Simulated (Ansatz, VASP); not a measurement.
Two plane-wave programs on SiC6

```xyz
14
Lattice="5.2607 -0.0401 0.1482 -0.0401 5.1318 0.1176 0.1482 0.1176 5.3358" Properties=species:S:1:pos:R:3 pbc="T T T"
Si    3.0903    0.8490    4.1958
Si    5.0055    3.8251    5.3188
C     4.7175    5.0059    2.6139
C     2.6885    4.3311    0.7081
C     1.4297    1.9204    5.2333
C     1.2845    4.8496    0.7498
C     3.2816    3.5156    5.2765
C     0.9069    5.1444    2.1244
C     0.1525    3.8320    2.8165
C     3.3693    5.0721    1.9617
C     2.2620    5.1592    2.7392
C     0.7743    2.4734    1.9747
C     0.1293    2.2559    0.7114
C     2.5828    2.3436    4.4844
```

Alike in both runs: task single point; functional PBE; k mesh 4 × 5 × 4; occupations fermi-dirac, width 0.3447 eV; no spin polarisation.

|  | VASP | Ansatz |
| --- | --- | --- |
| version | VASP 6.6.1 | Ansatz 0.2.0 |
| potentials or method | VASP PAW PBE potentials, release 64 (Si, C), cutoff 520 eV | scalar-relativistic, plane waves, PAW |
| valence electrons in the cell | 56 | 56 |

VASP gave:

| Item | Value |
| --- | --- |
| gap on the k mesh at the Fermi level (eV) | 0.42 |
| least direct gap on the mesh (eV) | 0.61 |
| rms of the force components (eV/Å) | 2.999 |

**Question.** Which values does Ansatz return?

**Answer.** gap on the k mesh at the Fermi level (eV): 0.43; least direct gap on the mesh (eV): 0.61; rms of the force components (eV/Å): 2.997.

Atom by atom the forces differ by 0.028 eV/Å (rms over components). With one functional, cell and mesh, what is left measures potentials, basis and numerics.
